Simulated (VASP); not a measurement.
Set up this calculation in VASP 6.6.1, as the native input.

| Property | Result |
| --- | --- |
| Task | single point |
| Functional | r2SCAN |
| Potentials or basis | VASP PAW PBE potentials, release 64 (Ga_d, Sb) |
| Cutoff | 520 eV |
| k mesh | 8 × 8 × 8 |
| Occupations | fermi-dirac, width 0.02 eV |
| Spin | no spin polarisation |
| Dipole correction | no |
| Further INCAR settings | ALGO = Normal; EDIFF = 1e-07; NBANDS = 16 |

The system is GaSb.

```
CELL_PARAMETERS angstrom
0.00000 3.06588 3.18851
3.06588 0.00000 3.18851
3.06588 3.06588 0.00000
ATOMIC_POSITIONS crystal
Ga 0.00000 0.00000 0.00000
Sb 0.25000 0.25000 0.25000
```

This cell differs from its parent crystal: uniaxial z strain +4.0%.

These files were run (other wordings do the same):

POSCAR

```
GaSb
1.0
    0.0000000000      3.0658787979      3.1885139498
    3.0658787979      0.0000000000      3.1885139498
    3.0658787979      3.0658787979      0.0000000000
Ga Sb
1 1
Direct
    0.0000000000      0.0000000000      0.0000000000
    0.2500000000      0.2500000000      0.2500000000
```

INCAR.step1

```
  ALGO = Normal
  EDIFF = 1E-4
  ENCUT = 520
  GGA = PE
  ISMEAR = -1
  LASPH = True
  LCHARG = False
  LREAL = False
  LWAVE = True
  NBANDS = 16
  NELM = 80
  PREC = Accurate
  SIGMA = 0.02
```

INCAR.step2

```
  ALGO = Normal
  EDIFF = 1E-7
  ENCUT = 520
  ISIF = 2
  ISMEAR = -1
  ISTART = 1
  LASPH = True
  LCHARG = False
  LMIXTAU = True
  LREAL = False
  LWAVE = False
  METAGGA = R2SCAN
  NBANDS = 16
  NELM = 80
  PREC = Accurate
  SIGMA = 0.02
```

KPOINTS

```
k-points
0
Gamma
  8 8 8
```

Potentials or basis: VASP PAW PBE potentials, release 64 (Ga_d, Sb).

Command:

```bash
$ cat potpaw_PBE.64/Ga_d/POTCAR potpaw_PBE.64/Sb/POTCAR > POTCAR
$ cp INCAR.step1 INCAR
$ mpirun -np 1 vasp_std > vasp.out
$ cp INCAR.step2 INCAR
$ mpirun -np 1 vasp_std > vasp.out
```

Results of the run:

```
Pressure : -1.8 GPa
```

Caveat: the cell differs from its parent crystal (uniaxial z strain +4.0%); the PAW data sets were made with another functional, which shifts forces and pressure a little.

Wall time 2.4 min on 1 thread of Intel(R) Xeon(R) Platinum 8488C (Sapphire Rapids), with other jobs on the host, peak memory 0.24 GiB.
